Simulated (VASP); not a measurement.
Wanted: the native input for a VASP 6.6.1 run.

- Task: electric field gradients
- Functional: PBEsol
- Potentials or basis: VASP PAW PBE potentials, release 64 (Re)
- Cutoff: 520 eV
- k mesh: 18 × 18 × 10
- Occupations: fermi-dirac, width 0.05 eV
- Spin: no spin polarisation
- Dipole correction: no
- Further INCAR settings: ALGO = Normal; EDIFF = 1e-08; NBANDS = 14

The structure of Re lies in POSCAR:

```
Re
1.0
    2.6115486478      0.0000000000      0.0000000000
   -1.3057743239      2.2616674722      0.0000000000
    0.0000000000      0.0000000000      4.1758273441
Re
2
Direct
    0.3333333333      0.6666666667      0.2500000000
    0.6666666667      0.3333333333      0.7500000000
```

One way to write it, as run:

INCAR

```
PREC = Accurate
ENCUT = 520
EDIFF = 1E-8
ISMEAR = -1
SIGMA = 0.05
LREAL = False
LASPH = True
NELM = 80
ALGO = Normal
ISIF = 2
LWAVE = False
LCHARG = False
GGA = PS
LEFG = True
NBANDS = 14
```

KPOINTS

```
Automatic mesh
0
Gamma
  18 18 10
```

Potentials or basis: VASP PAW PBE potentials, release 64 (Re).

The run is started by

```sh
$ cat potpaw_PBE.64/Re/POTCAR > POTCAR
$ mpirun -np 1 vasp_std > vasp.out
```

It gave:

- Pressure: 95.7 GPa
- Band gap on the k mesh: zero (bands 7 and 8 overlap by 4.54 eV)
- Largest electric field gradient by atom: Re -108.3 V/Å²

Caveat: the stress differs along the axes, from 93 to 101 GPa; without QUAD_EFG the Cq values of the log hold for a quadrupole moment of 1 mb, not for the nuclei; the PAW data sets were made with another functional, which shifts forces and pressure a little; spin-orbit coupling is left out, which moves the levels of the heavy elements.

It took 2 min on 1 thread of Intel Xeon 8259CL, with other jobs on the host, peak memory 0.19 GiB.
